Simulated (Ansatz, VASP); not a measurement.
**BiTe in VASP and in Ansatz**

```
Bi Te
1.0
     0.00000    3.17557    3.17557
     3.17557    0.00000    3.17557
     3.17557    3.17557    0.00000
Bi Te
1 1
Direct
  0.00000 0.00000 0.00000
  0.50000 0.50000 0.50000
```

Alike in both runs: functional LDA; k mesh 9 × 9 × 9; occupations methfessel-paxton of order 1, width 0.01 eV; collinear spin.

Ansatz relaxed the structure, and its values are those at the end. VASP's run is a single point on that final structure, the one shown.

|  | VASP | Ansatz |
| --- | --- | --- |
| version | VASP 6.6.1 | Ansatz 0.2.0 |
| potentials or method | VASP PAW LDA potentials, release 64 (Bi_d, Te), cutoff 520 eV | all-electron LAPW, scalar-relativistic |

|  | VASP | Ansatz | Ansatz less VASP |
| --- | --- | --- | --- |
| pressure (GPa) | 0.1 | 0.0 | -0.08 |
| net moment per atom (μB) | 0.03 | 0.03 | 0.000 |
| size of the moment on the site where the two differ most (μB) | 0.03 | 0.03 | +0.006 |

LDA's correlation is that of Perdew and Zunger in VASP and of Perdew and Wang (1992) in Ansatz. Site moments also hang on the region over which each program counts them. Ansatz ran all-electron here, and VASP with PAW potentials. Ansatz's warnings: seeded moment not kept.

Neither program's run includes spin-orbit coupling.
